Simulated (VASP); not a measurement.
A run of VASP 6.6.1:

The input INCAR:

```
PREC = Accurate ; ENCUT = 520
EDIFF = 1E-7 ; ISMEAR = -1
SIGMA = 0.05 ; LREAL = False
LASPH = True ; NELM = 80
ALGO = Normal ; ISIF = 2
LWAVE = False ; LCHARG = False
GGA = PE ; NBANDS = 8
```

KPOINTS

```
Automatic mesh
0
Gamma
  19 19 19
```

POSCAR

```
Sb
1.0
   -1.4948990245      1.4948990245      2.4633552032
    1.4948990245     -1.4948990245      2.4633552032
    1.4948990245      1.4948990245     -2.4633552032
Sb
1
Direct
    0.0000000000      0.0000000000      0.0000000000
```

Potentials or basis: VASP PAW PBE potentials, release 64 (Sb).

Command:

```sh
$ cat potpaw_PBE.64/Sb/POTCAR > POTCAR
$ mpirun -np 1 vasp_std > vasp.out
```

Hardware: 1 thread of Intel(R) Xeon(R) Platinum 8259CL CPU @ 2.50GHz (Skylake/Cascade Lake), on a shared host.

**Question.** Estimate the wall time of this run.

**Answer.** It took 72 s on 1 thread of Intel(R) Xeon(R) Platinum 8259CL CPU @ 2.50GHz (Skylake/Cascade Lake), on a shared host, peak memory 0.21 GiB. Counts: scf iterations 11, k points 550.
